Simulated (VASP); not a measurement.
# Sr2C (fluorite type) (Fm-3m) in VASP: relaxation of cell and atoms with PBE

Aim: the relaxation of cell and atoms of Sr2C (fluorite type) with PBE.

All numbers are computed with VASP 6.6.1; they aren't measurements. Logs are shortened: lines on timing, memory, paths and dates and some standing lists are left out, and cuts for length are marked.

### 1 The cell of the first run

It takes space group Fm-3m (No. 225, cubic). Conventional cell: a = 7.275 Å, b = 7.275 Å, c = 7.275 Å, α = 90.00°, β = 90.00°, γ = 90.00°. C (site symmetry m-3m) has 8 Sr at 3.15 Å within 4.1 Å. Sr (site symmetry -43m) has 4 C at 3.15 Å and 6 Sr at 3.64 Å within 4.1 Å.

### 2 Relaxation of cell and atoms, PBE

Contents of INCAR:

```
  PREC = Accurate
  ENCUT = 600
  EDIFF = 1E-6
  ISMEAR = -1
  SIGMA = 0.05
  LREAL = F
  LASPH = T
  NELM = 80
  ALGO = Normal
  ISIF = 3
  LWAVE = F
  LCHARG = F
  GGA = PE
  IBRION = 2
  NSW = 100
  EDIFFG = -0.005
```

Contents of KPOINTS:

```
regular mesh
0
Gamma
  8 8 8
```

Contents of POSCAR:

```
Sr2C
1.0
    0.0000000000      3.6375756541      3.6375756541
    3.6375756541      0.0000000000      3.6375756541
    3.6375756541      3.6375756541      0.0000000000
C Sr
1 2
Direct
    0.0000000000      0.0000000000      0.0000000000
    0.2500000000      0.2500000000      0.2500000000
    0.7500000000      0.7500000000      0.7500000000
```

Potentials or basis: VASP PAW PBE potentials, release 64 (C, Sr_sv).

On the command line:

```
cat potpaw_PBE.64/C/POTCAR potpaw_PBE.64/Sr_sv/POTCAR > POTCAR
mpirun -np 1 vasp_std > vasp.out
```

OUTCAR:

```text
PREC = Accurate
   ENCUT = 600
   EDIFF = 1E-6
   ISMEAR = -1
   LREAL = F
   LASPH = T
   NELM = 80
   ISIF = 3
   GGA = PE
   IBRION = 2
   NSW = 100
   EDIFFG = -0.005

 ion  position               nearest neighbor table
   1  0.000  0.000  0.000-   3 3.15   3 3.15   3 3.15   2 3.15   3 3.15   2 3.15   2 3.15   2 3.15

   2  0.250  0.250  0.250-   1 3.15   1 3.15   1 3.15   1 3.15   3 3.64   3 3.64   3 3.64   3 3.64
                             3 3.64   3 3.64
   3  0.750  0.750  0.750-   1 3.15   1 3.15   1 3.15   1 3.15   2 3.64   2 3.64   2 3.64   2 3.64
                             2 3.64   2 3.64

  LATTYP: Found a face centered cubic cell.
 ALAT       =     7.2751513082

  Lattice vectors:

 A1 = (   0.0000000000,   3.6375756541,   3.6375756541)
 A2 = (   3.6375756541,   0.0000000000,   3.6375756541)
 A3 = (   3.6375756541,   3.6375756541,   0.0000000000)

Analysis of symmetry for initial positions (statically):
=====================================================================
 Subroutine PRICEL returns:
 Original cell was already a primitive cell.

 Routine SETGRP: Setting up the symmetry group for a
 face centered cubic supercell.

 Subroutine GETGRP returns: Found 48 space group operations
 (whereof 48 operations were pure point group operations)
 out of a pool of 48 trial point group operations.

The static configuration has the point symmetry O_h .

Analysis of symmetry for dynamics (positions and initial velocities):
=====================================================================
 Subroutine PRICEL returns:
 Original cell was already a primitive cell.

 Routine SETGRP: Setting up the symmetry group for a
 face centered cubic supercell.

 Subroutine GETGRP returns: Found 48 space group operations
 (whereof 48 operations were pure point group operations)
 out of a pool of 48 trial point group operations.

The dynamic configuration has the point symmetry O_h .

 Subroutine INISYM returns: Found 48 space group operations
 (whereof 48 operations are pure point group operations),
 and found     1 'primitive' translations

----------------------------------------------------------------------------------------

                                     Primitive cell

  volume of cell :      96.2645

  direct lattice vectors                    reciprocal lattice vectors
     0.000000000  3.637575654  3.637575654    -0.137454186  0.137454186  0.137454186
[... 91 lines left out ...]
   NSW    =    100    number of steps for IOM
   IBRION =      2    ionic relax: 0-MD 1-quasi-New 2-CG
   NFREE  =      1    steps in history (QN), initial steepest desc. (CG)
   ISIF   =      3    stress and relaxation
   ISYM   =      2    0-nonsym 1-usesym 2-fastsym
   POTIM  = 0.5000    time-step for ionic-motion
   TEBEG  =    0.0;   TEEND  =   0.0 temperature during run
   PSTRESS=    0.0 pullay stress
   NELECT =      24.0000    total number of electrons
   NUPDOWN=      -1.0000    fix difference up-down
   EMIN   =  10.00;   EMAX   =-10.00  energy-range for DOS
   EFERMI =   0.00;   METHOD = LEGACY
   ISMEAR =    -1;   SIGMA  =   0.05  broadening in eV -4-tet -1-fermi 0-gaus
   EFERMI_NEDOS =   21; number of points for ismear=-14 and -15
   IALGO  =     38    algorithm
   IMIX   =      4    mixing-type and parameters
     AMIX     =   0.40;   BMIX     =  1.00
     AMIX_MAG =   1.60;   BMIX_MAG =  1.00
  volume/ion in A,a.u.               =      32.09       216.54
  Fermi-wavevector in a.u.,A,eV,Ry     =   1.030362  1.947102 14.444572  1.061646
  Thomas-Fermi vector in A             =   2.164456
   LORBIT       =      0    0 simple, 1 ext, 2 COOP (PROOUT), +10 PAW based schemes
   GGA     = PE    functional components
   LHFCALC =     F    Hartree Fock is set to
   AEXX    =    0.0000 exact exchange contribution
   IVDW    =     0    specifies the selected vdW correction
   LEPSILON=     F    determine dielectric tensor
   LRPA    =     F    only Hartree local field effects (RPA)
 conjugate gradient relaxation of ions
 non-spin polarized calculation
  energy-cutoff  :      600.00
  volume of cell :       96.26
 maximum number of plane-waves:      3250
 NGX is ok and might be reduce to    42
   NGX = 21   NGY = 21   NGZ = 21

--------------------------------------- Ionic step        1  -------------------------------------------

 number of electron      24.0000000 magnetization

 Free energy of the ion-electron system (eV)
  ---------------------------------------------------
  ext. energy  EPLUGINS =         0.00000000
  ---------------------------------------------------
  free energy    TOTEN  =       -10.26363533 eV

  energy without entropy =      -10.25794395  energy(sigma->0) =      -10.26078964

------------------------ aborting loop because EDIFF is reached ----------------------------------------

  FORCE on cell =-STRESS in cart. coord.  units (eV):
  Direction    XX          YY          ZZ          XY          YZ          ZX
  --------------------------------------------------------------------------------------
  -------------------------------------------------------------------------------------
  Total       -3.1525938     -3.1525938     -3.1525938      0.0000000     -0.0000000      0.0000000
  in kB      -52.4701734    -52.4701734    -52.4701734      0.0000000     -0.0000000      0.0000000
  external PRESSURE =     -52.4701734 kB  Pullay stress =       0.0000000 kB
[... 61 lines left out ...]
--------------------------------------- Ionic step        3  -------------------------------------------

 number of electron      24.0000000 magnetization

 E-fermi :   2.8675     XC(G=0):  -9.0471

 val. band max:        2.8567301248   @ k =   0.5000   0.5000   0.0000
 cond. band min:       2.8737245193   @ k =  -0.3750   0.5000   0.1250
 fundamental gap:      0.0169943946
 Fermi energy:         2.8674871225

 k-point     1 :       0.0000    0.0000    0.0000
  band No.  band energies     occupation
      1     -32.5623      2.00000
      2     -32.3176      2.00000
      3     -14.7999      2.00000
      4     -14.7999      2.00000
      5     -14.7999      2.00000
      6     -14.1923      2.00000
[... 483 lines left out ...]
--------------------------------------- Ionic step        4  -------------------------------------------

 number of electron      24.0000000 magnetization

 Free energy of the ion-electron system (eV)
  ---------------------------------------------------
  ext. energy  EPLUGINS =         0.00000000
  ---------------------------------------------------
  free energy    TOTEN  =       -10.63236661 eV

  energy without entropy =      -10.61905341  energy(sigma->0) =      -10.62571001

 E-fermi :   2.9099     XC(G=0):  -9.0819

 val. band max:        2.9029775179   @ k =   0.5000   0.5000   0.0000
 cond. band min:       2.9234509470   @ k =  -0.3750   0.5000   0.1250
 fundamental gap:      0.0204734291
 Fermi energy:         2.9099170269

 k-point     1 :       0.0000    0.0000    0.0000
  band No.  band energies     occupation
      1     -32.5044      2.00000
      2     -32.2514      2.00000
      3     -14.7473      2.00000
      4     -14.7473      2.00000
      5     -14.7473      2.00000
      6     -14.1254      2.00000
[... 477 lines left out ...]
  FREE ENERGIE OF THE ION-ELECTRON SYSTEM (eV)
  ---------------------------------------------------
  free  energy   TOTEN  =       -10.6323666060 eV

  energy  without entropy=      -10.6190534150  energy(sigma->0) =      -10.62571001

 reached required accuracy - stopping structural energy minimisation
```

OSZICAR:

```text
N       E                     dE             d eps       ncg     rms          rms(c)
DAV:   1     0.138054839998E+03    0.13805E+03   -0.12650E+04   928   0.147E+03
DAV:   2    -0.619123570605E-01   -0.13812E+03   -0.13645E+03  1024   0.289E+02
DAV:   3    -0.129320926815E+02   -0.12870E+02   -0.12797E+02  1792   0.683E+01
[... 41 lines left out ...]
DAV:   5    -0.106322558339E+02   -0.23018E-03   -0.15734E-04  1232   0.703E-02    0.124E-01
DAV:   6    -0.106323660000E+02   -0.11017E-03   -0.65975E-04  1448   0.131E-01    0.189E-02
DAV:   7    -0.106323637155E+02    0.22844E-05   -0.10569E-05  1248   0.206E-02    0.119E-02
DAV:   8    -0.106323668193E+02   -0.31038E-05   -0.21634E-06   840   0.150E-02    0.306E-03
DAV:   9    -0.106323666060E+02    0.21334E-06   -0.30573E-07   560   0.360E-03
   4 F= -.10632367E+02 E0= -.10625710E+02  d E =-.368731E+00
```

CONTCAR:

```text
Sr2C
   1.00000000000000
    -0.0000000000000000    3.3793749613888595    3.3793749613888595
     3.3793749613888595    0.0000000000000000    3.3793749613888595
     3.3793749613888595    3.3793749613888595    0.0000000000000000
  C               Sr
     1     2
Direct
     1.0000000000000000    0.0000000000000000    0.0000000000000000
     0.2500000000000000    0.2500000000000000    0.2500000000000000
     0.7500000000000000    0.7500000000000000    0.7500000000000000

  0.00000000E+00  0.00000000E+00  0.00000000E+00
  0.00000000E+00  0.00000000E+00  0.00000000E+00
  0.00000000E+00  0.00000000E+00  0.00000000E+00
```

Run time: 4.3 min. Hardware: 1 thread of AMD EPYC 7R13, shared host; peak memory 0.27 GiB.

What came out:

- Free energy: -10.6324 eV
- Relaxed volume: 25.73 Å³/atom
- Relaxed cell: a = 4.779 Å, b = 4.779 Å, c = 4.779 Å, α = 60.00°, β = 60.00°, γ = 60.00°
- Space group after relaxing (to 0.1 Å): Fm-3m (No. 225)
- Energy gained by relaxing: 122.9 meV/atom
- Ionic steps: 4
- Pressure after relaxing: 0.0 GPa
- Band gap on the k mesh: zero (bands 12 and 13 overlap by 0.14 eV)

The path:
```tsv
step	energy change (eV)	largest force (eV/Å)	pressure (GPa)	volume (Å³)
1	0.0000	0.0000	-5.25	96.26
2	-0.3351	0.0000	-2.01	82.35
3	-0.3681	0.0000	-0.29	77.88
4	-0.3687	0.0000	0.02	77.19
```

Final structure:
```
CELL_PARAMETERS angstrom
0.00000 3.37937 3.37937
3.37937 0.00000 3.37937
3.37937 3.37937 0.00000
ATOMIC_POSITIONS crystal
C 0.00000 0.00000 0.00000
Sr 0.25000 0.25000 0.25000
Sr 0.75000 0.75000 0.75000
```

Caveat: the volume moved by over 15 % at a fixed basis, so the end points are rough.
